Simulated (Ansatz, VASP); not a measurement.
**Two plane-wave programs on P**

```xyz
1
Lattice="4.3933 0.0000 0.0000 0.0000 4.3933 0.0000 0.0000 0.0000 4.1413" Properties=species:S:1:pos:R:3 pbc="T T T"
P     0.0000    0.0000    0.0000
```

Alike in both runs: task single point; functional r2SCAN; k mesh 12 × 12 × 12; occupations gaussian, width 0.15 eV; no spin polarisation.

```csv
,VASP,Ansatz
version,VASP 6.6.1,Ansatz 0.2.0
potentials or method,"VASP PAW PBE potentials, release 64 (P), cutoff 520 eV","scalar-relativistic, plane waves, PAW"
valence electrons in the cell,5,5
```

|  | VASP | Ansatz | Ansatz less VASP |
| --- | --- | --- | --- |
| gap on the k mesh at the Fermi level (eV) | none | none | - |
| pressure (GPa) | -4.0 | -4.0 | +0.01 |
| traceless stress, the component that is largest in VASP (GPa) | -0.66 | -0.66 | -0.001 |

VASP's potentials were made for PBE, not for r2SCAN. A gap of «none» marks a metal or a gap that the smearing closes. The functional is the same, so the differences come from potentials, cutoffs and numerics.
